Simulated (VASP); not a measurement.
**Pt: single point with r2SCAN**

Pt:

```
Pt
1.0
     3.03673    0.00000    0.00000
    -1.51837    2.62989    0.00000
     0.00000    0.00000    4.79213
Pt
2
Cartesian
  1.5184 0.8766 3.5941
  0.0000 1.7533 1.1980
```

This cell differs from its parent crystal: strain +0.1000 x Voigt [1, 1, 0, 0, 0, 0].

```yaml
Program: VASP 6.6.1
Task: single point
Functional: r2SCAN
Potentials_or_basis: VASP PAW PBE potentials, release 64 (Pt)
Cutoff: 520 eV
k_mesh: 18 × 18 × 10
Occupations: gaussian, width 0.15 eV
Spin: no spin polarisation
Dipole_correction: no
Further_INCAR_settings: ALGO = Normal; EDIFF = 1e-06; NBANDS = 17
```

```yaml
Pressure: -31.0 GPa
Band_gap_on_the_k_mesh: zero (bands 10 and 11 overlap by 0.84 eV)
```

Stress tensor (GPa, compression positive):
```
-31.95   0.00   0.00
  0.00 -31.95   0.00
  0.00   0.00 -29.02
```

Levels at points of the mesh, in eV from the Fermi level:
```csv
k point,band 7,band 8,band 9,band 10,band 11,band 12,band 13,band 14
"(0.00, 0.00, 0.00)",-2.15,-1.88,-1.88,-0.22,-0.22,0.91,4.90,15.65
"(0.50, 0.00, 0.00)",-1.92,-0.14,0.12,0.16,1.87,2.82,7.45,8.82
"(0.00, 0.00, 0.50)",-2.66,-2.66,-0.68,-0.68,-0.68,-0.68,13.19,13.19
"(0.50, 0.00, 0.50)",-0.50,-0.50,0.03,0.03,1.96,1.96,5.21,5.21
```

Run time: 3.9 min on 1 thread of Intel(R) Xeon(R) Platinum 8375C CPU @ 2.90GHz (Ice Lake), on a shared host, peak memory 0.26 GiB.

Caveat: the cell differs from its parent crystal (strain +0.1000 x Voigt [1, 1, 0, 0, 0, 0]); the cell stands under tension; the PAW data sets were made with another functional, which shifts forces and pressure a little; spin-orbit coupling is left out, which moves the levels of the heavy elements.
